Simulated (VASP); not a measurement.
Here is a VASP 6.6.1 calculation.

POSCAR

```
W
1.0
   -1.5998152200      1.5998152200      1.5998152200
    1.5998152200     -1.5998152200      1.5998152200
    1.5998152200      1.5998152200     -1.5998152200
W
1
Direct
    0.0000000000      0.0000000000      0.0000000000
```

INCAR.step1

```
SYSTEM = W
  PREC = Accurate
  ENCUT = 520
  ISMEAR = 0
  SIGMA = 0.0887
  LREAL = .False.
  LASPH = .True.
  NELM = 80
  NBANDS = 13
  GGA = PE
  ALGO = Normal
  EDIFF = 1E-4
  LWAVE = .True.
  LCHARG = .False.
```

The input INCAR.step2:

```
SYSTEM = W
  PREC = Accurate
  ENCUT = 520
  EDIFF = 1E-6
  ISMEAR = 0
  SIGMA = 0.0887
  LREAL = .False.
  LASPH = .True.
  NELM = 80
  ALGO = Normal
  ISIF = 2
  LWAVE = .False.
  LCHARG = .False.
  METAGGA = R2SCAN
  LMIXTAU = .True.
  NBANDS = 13
  ISTART = 1
```

KPOINTS

```
Automatic mesh
0
Gamma
  15 15 15
  0 0 0
```

Potentials or basis: VASP PAW PBE potentials, release 64 (W_sv).

Command:

```console
$ cat potpaw_PBE.64/W_sv/POTCAR > POTCAR
$ cp INCAR.step1 INCAR
$ mpirun -np 1 vasp_std > vasp.out
$ cp INCAR.step2 INCAR
$ mpirun -np 1 vasp_std > vasp.out
```

Problem. Estimate the band gap on the k mesh.

Solution. Zero (band 7 reaches 15.41 eV, above the bottom of band 8 at 9.59 eV).

Problem. What does it give for the pressure?

Solution. -7.8 GPa.

Caveat: the PAW data sets were made with another functional, which shifts forces and pressure a little; spin-orbit coupling is left out, which moves the levels of the heavy elements.
